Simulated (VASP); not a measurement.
Set up this calculation in VASP 6.6.1, as the native input.

```yaml
Task: electric field gradients
Functional: LDA
Potentials_or_basis: VASP PAW LDA potentials, release 64 (Sb)
Cutoff: 520 eV
k_mesh: 9 × 9 × 9
Occupations: fermi-dirac, width 0.05 eV
Spin: no spin polarisation
Dipole_correction: no
Further_INCAR_settings: ALGO = Normal; EDIFF = 1e-08; NBANDS = 12
```

The structure of Sb lies in POSCAR:

```
Sb
1.0
    2.1506003320      1.2416496806      3.7440000000
   -2.1506003320      1.2416496806      3.7440000000
    0.0000000000     -2.4832993611      3.7440000000
Sb
2
Direct
    0.2336400000      0.2336400000      0.2336400000
    0.7663600000      0.7663600000      0.7663600000
```

The input as run:

INCAR

```
ALGO     = Normal         # electronic algorithm
EDIFF    = 1E-8           # SCF threshold, eV
ENCUT    = 520            # plane-wave cutoff, eV
GGA      = CA             # functional
ISIF     = 2              # what is computed and relaxed
ISMEAR   = -1             # smearing method
LASPH    = True           # aspherical terms in the spheres
LCHARG   = False          # write CHGCAR
LEFG     = True         
LREAL    = False          # projectors in reciprocal space
LWAVE    = False          # write WAVECAR
NBANDS   = 12             # bands
NELM     = 80             # most SCF steps
PREC     = Accurate       # precision mode
SIGMA    = 0.05           # smearing width, eV
```

KPOINTS

```
k-points
0
Gamma
  9 9 9
```

Potentials or basis: VASP PAW LDA potentials, release 64 (Sb).

Command:

```console
$ cat potpaw_LDA.64/Sb/POTCAR > POTCAR
$ mpirun -np 1 vasp_std > vasp.out
```

Results of the run:

```
Pressure               : -0.5 GPa
Largest force          : 0.121 eV/Å
Band gap on the k mesh : 0.09 eV, indirect (least direct gap 0.49 eV)
```

Caveat: without QUAD_EFG the Cq values of the log hold for a quadrupole moment of 1 mb, not for the nuclei; spin-orbit coupling is left out, which moves the levels of the heavy elements.

Run time: 21 s on 1 thread of Intel(R) Xeon(R) 6975P-C (Granite Rapids) (shared host), peak memory 0.19 GiB.
